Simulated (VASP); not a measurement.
A run of VASP 6.6.1 is set up as follows.

Contents of INCAR:

```
SYSTEM = Ag
  PREC = Accurate
  ENCUT = 520
  EDIFF = 1E-7
  ISMEAR = -1
  SIGMA = 0.1
  LREAL = .FALSE.
  LASPH = .TRUE.
  NELM = 80
  ALGO = Normal
  ISIF = 2
  LWAVE = .FALSE.
  LCHARG = .TRUE.
  GGA = PS
  LELF = .TRUE.
  LVHAR = .TRUE.
  NBANDS = 12
```

File KPOINTS:

```
Automatic mesh
0
G
  12 12 12
  0 0 0
```

The input POSCAR:

```
Ag
1.0
    2.6855611756      0.0000000000      0.0000000000
    0.0000000000      2.6855611756      0.0000000000
    0.0000000000      0.0000000000      2.6855611756
Ag
1
Direct
    0.0000000000      0.0000000000      0.0000000000
```

Potentials or basis: VASP PAW PBE potentials, release 64 (Ag).

Run with:

```console
$ cat potpaw_PBE.64/Ag/POTCAR > POTCAR
$ mpirun -np 1 vasp_std > vasp.out
```

(1) What does it give for the pressure?

## Answers

(1) -0.2 GPa.

Caveat: the PAW data sets were made with another functional, which shifts forces and pressure a little.
